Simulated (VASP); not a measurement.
# KMgF3 (Pm-3m) in VASP: settings compared

KMgF3 is run at these levels: PBE, LDA; tasks: single point.

All numbers are computed with VASP 6.6.1; they aren't measurements. Logs are shortened: lines on timing, memory, paths and dates and some standing lists are left out, and cuts for length are marked.

### 1 The cell of the first run

It takes space group Pm-3m (No. 221, cubic). Conventional cell: a = 3.980 Å, b = 3.980 Å, c = 3.980 Å, α = 90.00°, β = 90.00°, γ = 90.00°. K (site symmetry m-3m) has 12 F at 2.81 Å and 8 Mg at 3.45 Å within 3.7 Å. Mg (site symmetry m-3m) has 6 F at 1.99 Å within 2.6 Å. F (site symmetry 4/mmm) has 2 Mg at 1.99 Å within 2.6 Å.

### 2 Single point, PBE

INCAR

```
SYSTEM = KMgF3
ALGO = Normal
EDIFF = 1E-7
ENCUT = 520
GGA = PE
ISIF = 2
ISMEAR = -1
LASPH = .TRUE.
LCHARG = .TRUE.
LELF = .TRUE.
LREAL = .FALSE.
LVHAR = .TRUE.
LWAVE = .FALSE.
NBANDS = 24
NELM = 100
PREC = Accurate
SIGMA = 0.02
```

KPOINTS

```
k-points
0
G
  6 6 6
  0 0 0
```

POSCAR

```
KMgF3
1.0
    3.9802355636      0.0000000000      0.0000000000
    0.0000000000      3.9802355636      0.0000000000
    0.0000000000      0.0000000000      3.9802355636
K Mg F
1 1 3
Direct
    0.5000000000      0.5000000000      0.5000000000
    0.0000000000      0.0000000000      0.0000000000
    0.5000000000      0.0000000000      0.0000000000
    0.0000000000      0.5000000000      0.0000000000
    0.0000000000      0.0000000000      0.5000000000
```

Potentials or basis: VASP PAW PBE potentials, release 64 (K_sv, Mg, F).

The run is started by

```console
$ cat potpaw_PBE.64/K_sv/POTCAR potpaw_PBE.64/Mg/POTCAR potpaw_PBE.64/F/POTCAR > POTCAR
$ mpirun -np 1 vasp_std > vasp.out
```

OUTCAR:

```text
SYSTEM = KMgF3
   EDIFF = 1E-7
   ENCUT = 520
   GGA = PE
   ISIF = 2
   ISMEAR = -1
   LASPH = .TRUE.
   LREAL = .FALSE.
   NELM = 100
   PREC = Accurate

 ion  position               nearest neighbor table
   1  0.500  0.500  0.500-   3 2.81   4 2.81   5 2.81   3 2.81   4 2.81   3 2.81   5 2.81   3 2.81
                             4 2.81   5 2.81   4 2.81   5 2.81   2 3.45   2 3.45   2 3.45   2 3.45
   2  0.000  0.000  0.000-   3 1.99   4 1.99   5 1.99   5 1.99   4 1.99   3 1.99   1 3.45   1 3.45
                             1 3.45   1 3.45   1 3.45   1 3.45   1 3.45   1 3.45
   3  0.500  0.000  0.000-   2 1.99   2 1.99   1 2.81   1 2.81   1 2.81   1 2.81
   4  0.000  0.500  0.000-   2 1.99   2 1.99   1 2.81   1 2.81   1 2.81   1 2.81
   5  0.000  0.000  0.500-   2 1.99   2 1.99   1 2.81   1 2.81   1 2.81   1 2.81

  LATTYP: Found a simple cubic cell.
 ALAT       =     3.9802355636

  Lattice vectors:

 A1 = (   3.9802355636,   0.0000000000,   0.0000000000)
 A2 = (   0.0000000000,   3.9802355636,   0.0000000000)
 A3 = (   0.0000000000,   0.0000000000,   3.9802355636)

Analysis of symmetry for initial positions (statically):
=====================================================================
 Subroutine PRICEL returns:
 Original cell was already a primitive cell.

 Routine SETGRP: Setting up the symmetry group for a
 simple cubic supercell.

 Subroutine GETGRP returns: Found 48 space group operations
 (whereof 48 operations were pure point group operations)
 out of a pool of 48 trial point group operations.

The static configuration has the point symmetry O_h .

Analysis of symmetry for dynamics (positions and initial velocities):
=====================================================================
 Subroutine PRICEL returns:
 Original cell was already a primitive cell.

 Routine SETGRP: Setting up the symmetry group for a
 simple cubic supercell.

 Subroutine GETGRP returns: Found 48 space group operations
 (whereof 48 operations were pure point group operations)
 out of a pool of 48 trial point group operations.

The dynamic configuration has the point symmetry O_h .

 Subroutine INISYM returns: Found 48 space group operations
 (whereof 48 operations are pure point group operations),
 and found     1 'primitive' translations

----------------------------------------------------------------------------------------

                                     Primitive cell
[... 92 lines left out ...]
   EDIFF  = 0.1E-06   stopping-criterion for ELM
   LREAL  =      F    real-space projection
   EDIFFG = 0.1E-05   stopping-criterion for IOM
   NSW    =      0    number of steps for IOM
   IBRION =     -1    ionic relax: 0-MD 1-quasi-New 2-CG
   NFREE  =      0    steps in history (QN), initial steepest desc. (CG)
   ISIF   =      2    stress and relaxation
   ISYM   =      2    0-nonsym 1-usesym 2-fastsym
   POTIM  = 0.5000    time-step for ionic-motion
   TEBEG  =    0.0;   TEEND  =   0.0 temperature during run
   PSTRESS=    0.0 pullay stress
   NELECT =      32.0000    total number of electrons
   NUPDOWN=      -1.0000    fix difference up-down
   EMIN   =  10.00;   EMAX   =-10.00  energy-range for DOS
   EFERMI =   0.00;   METHOD = LEGACY
   ISMEAR =    -1;   SIGMA  =   0.02  broadening in eV -4-tet -1-fermi 0-gaus
   EFERMI_NEDOS =   21; number of points for ismear=-14 and -15
   IALGO  =     38    algorithm
   IMIX   =      4    mixing-type and parameters
     AMIX     =   0.40;   BMIX     =  1.00
     AMIX_MAG =   1.60;   BMIX_MAG =  1.00
  volume/ion in A,a.u.               =      12.61        85.10
  Fermi-wavevector in a.u.,A,eV,Ry     =   1.305818  2.467639 23.200126  1.705161
  Thomas-Fermi vector in A             =   2.436662
   LORBIT       =      0    0 simple, 1 ext, 2 COOP (PROOUT), +10 PAW based schemes
   GGA     = PE    functional components
   LHFCALC =     F    Hartree Fock is set to
   AEXX    =    0.0000 exact exchange contribution
   IVDW    =     0    specifies the selected vdW correction
   LEPSILON=     F    determine dielectric tensor
   LRPA    =     F    only Hartree local field effects (RPA)
 non-spin polarized calculation
  energy-cutoff  :      520.00
  volume of cell :       63.06
 maximum number of plane-waves:      1743
 NGX is ok and might be reduce to    30
   NGX = 15   NGY = 15   NGZ = 15

 number of electron      31.9999959 magnetization

 Free energy of the ion-electron system (eV)
  ---------------------------------------------------
  ext. energy  EPLUGINS =         0.00000000
  ---------------------------------------------------
  free energy    TOTEN  =       -24.40805977 eV

  energy without entropy =      -24.40805977  energy(sigma->0) =      -24.40805977

 E-fermi :  -1.0610     XC(G=0):  -9.7053

 val. band max:       -1.5796767133   @ k =   0.5000   0.5000   0.5000
 cond. band min:       5.7577088531   @ k =   0.0000   0.0000   0.0000
 fundamental gap:      7.3373855664
 Fermi energy:        -1.0609639792

 k-point     1 :       0.0000    0.0000    0.0000
  band No.  band energies     occupation
      1     -27.2246      2.00000
      2     -21.7101      2.00000
      3     -21.0510      2.00000
      4     -21.0510      2.00000
      5     -10.7174      2.00000
      6     -10.7174      2.00000
[... 529 lines left out ...]
     23      13.6258      0.00000
     24      13.6258      0.00000

------------------------ aborting loop because EDIFF is reached ----------------------------------------

  FORCE on cell =-STRESS in cart. coord.  units (eV):
  Direction    XX          YY          ZZ          XY          YZ          ZX
  --------------------------------------------------------------------------------------
  -------------------------------------------------------------------------------------
  Total        1.4695252      1.4695252      1.4695252      0.0000000     -0.0000000      0.0000000
  in kB       37.3388797     37.3388797     37.3388797      0.0000000     -0.0000000      0.0000000
  external PRESSURE =      37.3388797 kB  Pullay stress =       0.0000000 kB

 VOLUME and BASIS-vectors are now :
 -----------------------------------------------------------------------------
  energy-cutoff  :      520.00
  volume of cell :       63.06
      direct lattice vectors                 reciprocal lattice vectors
     3.980235564  0.000000000  0.000000000     0.251241411  0.000000000  0.000000000
     0.000000000  3.980235564  0.000000000     0.000000000  0.251241411  0.000000000
     0.000000000  0.000000000  3.980235564     0.000000000  0.000000000  0.251241411

 POSITION                                       TOTAL-FORCE (eV/Angst)
 -----------------------------------------------------------------------------------
      1.99012      1.99012      1.99012         0.000000      0.000000      0.000000
      0.00000      0.00000      0.00000         0.000000      0.000000      0.000000
      1.99012      0.00000      0.00000         0.000000      0.000000      0.000000
      0.00000      1.99012      0.00000         0.000000      0.000000      0.000000
      0.00000      0.00000      1.99012         0.000000      0.000000      0.000000
 -----------------------------------------------------------------------------------
    total drift:                                0.000000     -0.000000      0.000000

  FREE ENERGIE OF THE ION-ELECTRON SYSTEM (eV)
  ---------------------------------------------------
  free  energy   TOTEN  =       -24.4080597675 eV

  energy  without entropy=      -24.4080597675  energy(sigma->0) =      -24.40805977
```

Wall time 37 s (1 thread of Intel Xeon 8259CL, shared host); peak memory 0.18 GiB.

Results:

* Free energy: -24.4081 eV
* Pressure: 3.7 GPa
* Band gap on the k mesh: 7.34 eV (least direct gap 7.66 eV)

Caveat: the cell stands under pressure.

### 3 Single point, LDA

INCAR

```
SYSTEM = KMgF3
PREC     = Accurate       ! precision mode
ENCUT    = 520            ! plane-wave cutoff, eV
EDIFF    = 1E-6           ! SCF threshold, eV
ISMEAR   = 0              ! smearing method
SIGMA    = 0.01           ! smearing width, eV
LREAL    = .False.        ! projectors in reciprocal space
LASPH    = .True.         ! aspherical terms in the spheres
NELM     = 60             ! most SCF steps
ALGO     = Normal         ! electronic algorithm
ISIF     = 2              ! what is computed and relaxed
LWAVE    = .False.        ! write WAVECAR
LCHARG   = .True.         ! write CHGCAR
GGA      = CA             ! functional
LELF     = .True.         ! ELF
LVHAR    = .True.       
NBANDS   = 24             ! bands
```

KPOINTS

```
Automatic mesh
0
Gamma
  6 6 6
  0 0 0
```

POSCAR is that of step 2.

Potentials or basis: VASP PAW LDA potentials, release 64 (K_sv, Mg, F).

The run is started by

```console
$ cat potpaw_LDA.64/K_sv/POTCAR potpaw_LDA.64/Mg/POTCAR potpaw_LDA.64/F/POTCAR > POTCAR
$ mpirun -np 1 vasp_std > vasp.out
```

OUTCAR:

```text
SYSTEM = KMgF3
   PREC = Accurate
   ENCUT = 520
   EDIFF = 1E-6
   ISMEAR = 0
   LREAL = .False.
   LASPH = .True.
   NELM = 60
   ISIF = 2
   GGA = CA

 ion  position               nearest neighbor table
   1  0.500  0.500  0.500-   3 2.81   4 2.81   5 2.81   3 2.81   4 2.81   3 2.81   5 2.81   3 2.81
                             4 2.81   5 2.81   4 2.81   5 2.81   2 3.45   2 3.45   2 3.45   2 3.45
   2  0.000  0.000  0.000-   3 1.99   4 1.99   5 1.99   5 1.99   4 1.99   3 1.99   1 3.45   1 3.45
                             1 3.45   1 3.45   1 3.45   1 3.45   1 3.45   1 3.45
[... 741 lines left out ...]
  -------------------------------------------------------------------------------------
  Total       -1.9600826     -1.9600826     -1.9600826      0.0000000     -0.0000000      0.0000000
  in kB      -49.8033590    -49.8033590    -49.8033590      0.0000000     -0.0000000      0.0000000
  external PRESSURE =     -49.8033590 kB  Pullay stress =       0.0000000 kB

 VOLUME and BASIS-vectors are now :
 -----------------------------------------------------------------------------
  energy-cutoff  :      520.00
  volume of cell :       63.06
      direct lattice vectors                 reciprocal lattice vectors
     3.980235564  0.000000000  0.000000000     0.251241411  0.000000000  0.000000000
     0.000000000  3.980235564  0.000000000     0.000000000  0.251241411  0.000000000
     0.000000000  0.000000000  3.980235564     0.000000000  0.000000000  0.251241411

 POSITION                                       TOTAL-FORCE (eV/Angst)
 -----------------------------------------------------------------------------------
      1.99012      1.99012      1.99012         0.000000      0.000000      0.000000
      0.00000      0.00000      0.00000         0.000000      0.000000      0.000000
      1.99012      0.00000      0.00000         0.000000      0.000000      0.000000
      0.00000      1.99012      0.00000         0.000000      0.000000      0.000000
      0.00000      0.00000      1.99012         0.000000      0.000000      0.000000
 -----------------------------------------------------------------------------------
    total drift:                                0.000000     -0.000000      0.000000

  FREE ENERGIE OF THE ION-ELECTRON SYSTEM (eV)
  ---------------------------------------------------
  free  energy   TOTEN  =       -27.0747252590 eV

  energy  without entropy=      -27.0747252590  energy(sigma->0) =      -27.07472526
```

OSZICAR:

```text
N       E                     dE             d eps       ncg     rms          rms(c)
DAV:   1     0.221408079629E+03    0.22141E+03   -0.17301E+04   992   0.128E+03
DAV:   2    -0.168100440764E+02   -0.23822E+03   -0.23028E+03  1232   0.348E+02
DAV:   3    -0.286605379025E+02   -0.11850E+02   -0.11787E+02  1360   0.713E+01
DAV:   4    -0.291957860881E+02   -0.53525E+00   -0.53518E+00  1280   0.101E+01
DAV:   5    -0.292010357278E+02   -0.52496E-02   -0.52496E-02  1296   0.899E-01    0.854E+00
DAV:   6    -0.271613442627E+02    0.20397E+01   -0.65266E+00  1112   0.184E+01    0.400E+00
DAV:   7    -0.271135282637E+02    0.47816E-01   -0.27862E-01  1160   0.278E+00    0.250E+00
DAV:   8    -0.270764544199E+02    0.37074E-01   -0.73697E-02  1168   0.244E+00    0.357E-01
DAV:   9    -0.270747514209E+02    0.17030E-02   -0.15692E-02  1272   0.864E-01    0.125E-01
DAV:  10    -0.270747378501E+02    0.13571E-04   -0.13424E-03  1184   0.215E-01    0.551E-02
DAV:  11    -0.270747250090E+02    0.12841E-04   -0.70784E-05  1248   0.642E-02    0.187E-02
DAV:  12    -0.270747252590E+02   -0.25007E-06   -0.20406E-06  1192   0.956E-03
   1 F= -.27074725E+02 E0= -.27074725E+02  d E =-.224360E-16
```

It took 31 s on 1 thread of Intel Xeon 8259CL, shared host; peak memory 0.16 GiB.

What came out:

| Quantity | Value |
| --- | --- |
| Free energy | -27.0747 eV |
| Pressure | -5.0 GPa |
| Band gap on the k mesh | 6.99 eV (least direct gap 7.31 eV) |

Caveat: the cell stands under tension.
